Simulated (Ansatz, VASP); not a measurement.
## Ga in VASP and in Ansatz

```xyz
1
Lattice="2.6583 0.0000 0.0000 0.0000 2.6583 0.0000 0.0000 0.0000 2.6583" Properties=species:S:1:pos:R:3 pbc="T T T"
Ga    0.0000    0.0000    0.0000
```

Alike in both runs: task single point; functional PBEsol; k mesh 13 × 13 × 13; occupations fermi-dirac, width 0.1 eV; no spin polarisation.

|  | VASP | Ansatz |
| --- | --- | --- |
| version | VASP 6.6.1 | Ansatz 0.2.0 |
| potentials or method | VASP PAW PBE potentials, release 64 (Ga_d), cutoff 520 eV | plane waves (420 eV) with PAW, scalar-relativistic |
| valence electrons in the cell | 13 | 13 |

|  | VASP | Ansatz | Ansatz less VASP |
| --- | --- | --- | --- |
| pressure (GPa) | 0.2 | 0.1 | -0.04 |

VASP's potentials were made for PBE, not for PBEsol, and Ansatz warns of the same on its side.
